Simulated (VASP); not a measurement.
# Al (C2/m) in VASP: single point with PBEsol

Aim: the single point of Al with PBEsol.

Everything below comes from runs of VASP 6.6.1. Logs are shortened: lines on timing, memory, paths and dates and some standing lists are left out, and cuts for length are marked.

### Step 1. The cell of the first run

Symmetry: C2/m, No. 12, monoclinic system. Conventional cell: a = 4.958 Å, b = 2.862 Å, c = 14.240 Å, α = 90.00°, β = 100.02°, γ = 90.00°. Within 3.3 Å of Al (site symmetry m) lie 12 Al at 2.48 to 3.20 Å. Al (site symmetry m) has 12 Al at 2.86 Å within 3.8 Å. Within 3.8 Å of Al (site symmetry m) lie 12 Al at 2.86 Å.

### Step 2. Single point, PBEsol (the part above a cut slid along it)

The input, INCAR:

```
ALGO = Fast
EDIFF = 1E-6
ENCUT = 520
GGA = PS
ISIF = 2
ISMEAR = 0
ISYM = 0
LASPH = T
LCHARG = F
LREAL = F
LWAVE = F
NBANDS = 18
NELM = 100
PREC = Accurate
SIGMA = 0.15
```

The input, KPOINTS:

```
k-points
0
Gamma
  19 19 4
```

The input, POSCAR:

```
Al
1.0
    2.0239800000     -2.0239800000      0.0000000000
    2.0239800000      0.0000000000     -2.0239800000
    9.1079100000      8.0959200000      7.0839300000
Al
6
Direct
    0.6666666667      0.6250083333      0.0833166667
    0.0000000000     -0.4583250000      0.9166500000
    0.3333333333      0.2083416667      0.2499833333
    0.6666666667      0.3750083333      0.5833166667
    0.0000000000     -0.2083250000      0.4166500000
    0.3333333333     -0.0416583333      0.7499833333
```

Potentials or basis: VASP PAW PBE potentials, release 64 (Al).

Command:

```
$ cat potpaw_PBE.64/Al/POTCAR > POTCAR
$ mpirun -np 1 vasp_std > vasp.out
```

OUTCAR:

```text
EDIFF = 1E-6
   ENCUT = 520
   GGA = PS
   ISIF = 2
   ISMEAR = 0
   ISYM = 0
   LASPH = T
   LREAL = F
   NELM = 100
   PREC = Accurate

 ion  position               nearest neighbor table
   1  0.667  0.625  0.083-   2 2.48   3 2.86   3 2.86   3 2.86   2 3.20   2 3.20
   2  0.000  0.542  0.917-   1 2.48   6 2.86   6 2.86   6 2.86   1 3.20   1 3.20
   3  0.333  0.208  0.250-   1 2.86   1 2.86   1 2.86   5 2.86   5 2.86   5 2.86
   4  0.667  0.375  0.583-   6 2.86   6 2.86   6 2.86   5 2.86   5 2.86   5 2.86
   5  0.000  0.792  0.417-   3 2.86   3 2.86   4 2.86   4 2.86   3 2.86   4 2.86
   6  0.333  0.958  0.750-   4 2.86   4 2.86   4 2.86   2 2.86   2 2.86   2 2.86

IMPORTANT INFORMATION: All symmetrisations will be switched off!
NOSYMM: (Re-)initialisation of all symmetry stuff for point group C_1.

----------------------------------------------------------------------------------------

                                     Primitive cell

  volume of cell :      99.4947

  direct lattice vectors                    reciprocal lattice vectors
     2.023980000 -2.023980000  0.000000000     0.164692009 -0.329384019  0.164692009
     2.023980000  0.000000000 -2.023980000     0.144105508  0.144105508 -0.349970520
     9.107910000  8.095920000  7.083930000     0.041173002  0.041173002  0.041173002

  length of vectors
     2.862339966  2.862339966 14.095389653     0.403411388  0.404984148  0.071313732

  position of ions in fractional coordinates (direct lattice)
     0.666666667  0.625008333  0.083316667
     0.000000000  0.541675000  0.916650000
     0.333333333  0.208341667  0.249983333
     0.666666667  0.375008333  0.583316667
     0.000000000  0.791675000  0.416650000
     0.333333333  0.958341667  0.749983333

  ion indices of the primitive-cell ions
   primitive index   ion index
                 1           1
                 2           2
                 3           3
                 4           4
                 5           5
                 6           6

----------------------------------------------------------------------------------------

 KPOINTS: k-points

Automatic generation of k-mesh.
 Grid dimensions read from file:
 generate k-points for:   19   19    4

 Generating k-lattice:

  Cartesian coordinates                     Fractional coordinates (reciprocal lattice)
     0.008668000 -0.017336001  0.008668000     0.052631579  0.000000000  0.000000000
[... 84 lines left out ...]
   NSW    =      0    number of steps for IOM
   IBRION =     -1    ionic relax: 0-MD 1-quasi-New 2-CG
   NFREE  =      0    steps in history (QN), initial steepest desc. (CG)
   ISIF   =      2    stress and relaxation
   ISYM   =      0    0-nonsym 1-usesym 2-fastsym
   POTIM  = 0.5000    time-step for ionic-motion
   TEBEG  =    0.0;   TEEND  =   0.0 temperature during run
   PSTRESS=    0.0 pullay stress
   NELECT =      18.0000    total number of electrons
   NUPDOWN=      -1.0000    fix difference up-down
   EMIN   =  10.00;   EMAX   =-10.00  energy-range for DOS
   EFERMI =   0.00;   METHOD = LEGACY
   ISMEAR =     0;   SIGMA  =   0.15  broadening in eV -4-tet -1-fermi 0-gaus
   EFERMI_NEDOS =   21; number of points for ismear=-14 and -15
   IALGO  =     68    algorithm
   IMIX   =      4    mixing-type and parameters
     AMIX     =   0.40;   BMIX     =  1.00
     AMIX_MAG =   1.60;   BMIX_MAG =  1.00
  volume/ion in A,a.u.               =      16.58       111.90
  Fermi-wavevector in a.u.,A,eV,Ry     =   0.925903  1.749704 11.664236  0.857297
  Thomas-Fermi vector in A             =   2.051808
   LORBIT       =      0    0 simple, 1 ext, 2 COOP (PROOUT), +10 PAW based schemes
   GGA     = PS    functional components
   LHFCALC =     F    Hartree Fock is set to
   AEXX    =    0.0000 exact exchange contribution
   IVDW    =     0    specifies the selected vdW correction
   LEPSILON=     F    determine dielectric tensor
   LRPA    =     F    only Hartree local field effects (RPA)
 non-spin polarized calculation
 RMM-DIIS sequential band-by-band and
 Gauss-broadening in eV      SIGMA  =   0.15
  energy-cutoff  :      520.00
  volume of cell :       99.49
 maximum number of plane-waves:      2704
 NGX is ok and might be reduce to    24
   NGX = 11   NGY = 11   NGZ = 53

 number of electron      18.0000000 magnetization

 Free energy of the ion-electron system (eV)
  ---------------------------------------------------
  ext. energy  EPLUGINS =         0.00000000
  ---------------------------------------------------
  free energy    TOTEN  =       -24.30891441 eV

  energy without entropy =      -24.27976917  energy(sigma->0) =      -24.29434179

 E-fermi :   7.8682     XC(G=0): -10.2355

 val. band max:        7.8676655702   @ k =  -0.4737   0.3684  -0.0000
 cond. band min:       7.8709120101   @ k =  -0.3684   0.2632   0.0000
 fundamental gap:      0.0032464399
 Fermi energy:         7.8682098110

 k-point     1 :       0.0000    0.0000    0.0000
  band No.  band energies     occupation
      1      -3.2024      2.00000
      2      -2.4613      2.00000
      3      -2.4398      2.00000
      4      -0.2248      2.00000
      5      -0.2215      2.00000
      6       3.3068      2.00000
[... 481 lines left out ...]
      5       2.6359      2.00000
      6       5.7970      2.00000
[... 10 lines left out ...]
     17      13.1533      0.00000
     18      13.5868      0.00000

 [... further k-points ...]

------------------------ aborting loop because EDIFF is reached ----------------------------------------

  FORCE on cell =-STRESS in cart. coord.  units (eV):
  Direction    XX          YY          ZZ          XY          YZ          ZX
  --------------------------------------------------------------------------------------
  -------------------------------------------------------------------------------------
  Total       -0.6931408      0.4723118     -0.7230590      0.8303570      0.8649749      0.2287924
  in kB      -11.1617466      7.6057046    -11.6435228     13.3713587     13.9288150      3.6842775
  external PRESSURE =      -5.0665216 kB  Pullay stress =       0.0000000 kB

 VOLUME and BASIS-vectors are now :
 -----------------------------------------------------------------------------
  energy-cutoff  :      520.00
  volume of cell :       99.49
      direct lattice vectors                 reciprocal lattice vectors
     2.023980000 -2.023980000  0.000000000     0.164692009 -0.329384019  0.164692009
     2.023980000  0.000000000 -2.023980000     0.144105508  0.144105508 -0.349970520
     9.107910000  8.095920000  7.083930000     0.041173002  0.041173002  0.041173002

 POSITION                                       TOTAL-FORCE (eV/Angst)
 -----------------------------------------------------------------------------------
      3.37317     -0.67479     -0.67479         0.328650      0.922409      0.328385
      9.44511      7.42113      5.39715        -0.328646     -0.922407     -0.328382
      3.37317      1.34919      1.34919         0.019566     -0.026536      0.020307
      7.42113      3.37317      3.37317         0.003596      0.011669      0.004259
      5.39715      3.37317      1.34919        -0.003600     -0.011672     -0.004263
      9.44511      5.39715      3.37317        -0.019566      0.026537     -0.020307
 -----------------------------------------------------------------------------------
    total drift:                               -0.000000     -0.000001     -0.000000

  FREE ENERGIE OF THE ION-ELECTRON SYSTEM (eV)
  ---------------------------------------------------
  free  energy   TOTEN  =       -24.3089144084 eV

  energy  without entropy=      -24.2797691653  energy(sigma->0) =      -24.29434179
```

OSZICAR:

```text
N       E                     dE             d eps       ncg     rms          rms(c)
DAV:   1     0.112171583238E+02    0.11217E+02   -0.62898E+03 26028   0.800E+02
DAV:   2    -0.231632225224E+02   -0.34380E+02   -0.32556E+02 33158   0.103E+02
DAV:   3    -0.244678932829E+02   -0.13047E+01   -0.12682E+01 34638   0.162E+01
DAV:   4    -0.244811199652E+02   -0.13227E-01   -0.13186E-01 32934   0.180E+00
DAV:   5    -0.244812402985E+02   -0.12033E-03   -0.12032E-03 33622   0.198E-01    0.342E+00
RMM:   6    -0.243798259220E+02    0.10141E+00   -0.16225E-02 28430   0.539E-01    0.197E+00
RMM:   7    -0.243489099204E+02    0.30916E-01   -0.23886E-02 31790   0.614E-01    0.667E-01
RMM:   8    -0.243096535225E+02    0.39256E-01   -0.69165E-03 31629   0.291E-01    0.234E-01
RMM:   9    -0.243090817248E+02    0.57180E-03   -0.80150E-04 30203   0.138E-01    0.112E-01
RMM:  10    -0.243089123377E+02    0.16939E-03   -0.24260E-04 31137   0.762E-02    0.901E-03
RMM:  11    -0.243089130814E+02   -0.74375E-06   -0.63343E-05 31601   0.472E-02    0.245E-02
RMM:  12    -0.243089138858E+02   -0.80438E-06   -0.11455E-05 32014   0.186E-02    0.231E-02
RMM:  13    -0.243089144084E+02   -0.52255E-06   -0.29782E-06 24427   0.110E-02
   1 F= -.24308914E+02 E0= -.24294342E+02  d E =-.291452E-01
```

stdout:

```text
POSCAR found type information on POSCAR Al
 POSCAR found :  1 types and       6 ions
 scaLAPACK will be used
 -----------------------------------------------------------------------------
|                                                                             |
|                                                                             |
[... 21 lines left out ...]
|     Results are often still useful ...                                      |
|                                                                             |
 -----------------------------------------------------------------------------

 POSCAR, INCAR and KPOINTS ok, starting setup
 FFT: planning ... GRIDC
 FFT: planning ... GRID_SOFT
 FFT: planning ... GRID
 WAVECAR not read
 entering main loop
```

Run time: 7.5 min. Hardware: 1 thread of Intel Xeon 6975P-C (Granite Rapids), shared host; peak memory 0.92 GiB.

What came out:

- Free energy: -24.3089 eV
- Pressure: -0.5 GPa
- Largest force: 1.033 eV/Å
- Band gap on the k mesh: zero (bands 9 and 10 overlap by 5.72 eV)

Forces in eV/Å, atoms in the order of the input:
```
Al   0.329  0.922  0.328
Al  -0.329 -0.922 -0.328
Al   0.020 -0.027  0.020
Al   0.004  0.012  0.004
Al  -0.004 -0.012 -0.004
Al  -0.020  0.027 -0.020
```

Stress tensor (GPa, compression positive):
```
-1.12  1.34  0.37
 1.34  0.76  1.39
 0.37  1.39 -1.16
```

Caveat: the cell differs from its parent crystal (the part above a cut slid along it); the PAW data sets were made with another functional, which shifts forces and pressure a little.
